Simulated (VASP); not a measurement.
Write the native input for VASP 6.6.1 that does the following.

```yaml
Task: relaxation of cell and atoms
Functional: PBE
Potentials_or_basis: VASP PAW PBE potentials, release 64 (In_d)
Cutoff: 600 eV
k_mesh: 9 × 9 × 14
Occupations: gaussian, width 0.1 eV
Spin: no spin polarisation
Dipole_correction: no
Further_INCAR_settings: ALGO = Normal; EDIFF = 1e-06; IBRION = 2; EDIFFG = -0.01; NSW = 100; ISIF = 3
```

The structure of In lies in POSCAR:

```
In
1.0
    5.4998356996      0.0000000000      0.0000000000
   -2.7499178498      4.7629974325      0.0000000000
    0.0000000000      0.0000000000      3.2049746232
In
3
Direct
    0.0000000000      0.0000000000      0.0000000000
    0.3333333333      0.6666666667      0.5000000000
    0.6666666667      0.3333333333      0.5000000000
```

The input as run:

INCAR

```
SYSTEM = In
ALGO = Normal ; EDIFF = 1E-6
EDIFFG = -0.01 ; ENCUT = 600
GGA = PE ; IBRION = 2
ISIF = 3 ; ISMEAR = 0
LASPH = .TRUE. ; LCHARG = .FALSE.
LREAL = .FALSE. ; LWAVE = .FALSE.
NELM = 100 ; NSW = 100
PREC = Accurate ; SIGMA = 0.1
```

KPOINTS

```
k-points
0
G
  9 9 14
  0 0 0
```

Potentials or basis: VASP PAW PBE potentials, release 64 (In_d).

Launch:

```sh
$ cat potpaw_PBE.64/In_d/POTCAR > POTCAR
$ mpirun -np 1 vasp_std > vasp.out
```

Results of the run:

```json
{"Relaxed volume": "28.07 Å³/atom", "Relaxed cell": "a = 5.532 Å, b = 5.532 Å, c = 3.178 Å, α = 90.00°, β = 90.00°, γ = 120.00°", "Space group after relaxing (to 0.05 Å)": "P6/mmm (No. 191)", "Energy gained by relaxing": "0.4 meV/atom", "Ionic steps": "7", "Pressure after relaxing": "0.0 GPa"}
```

It took 5.7 min on 1 thread of Intel(R) Xeon(R) Platinum 8559C (Emerald Rapids) (shared host), peak memory 0.37 GiB.
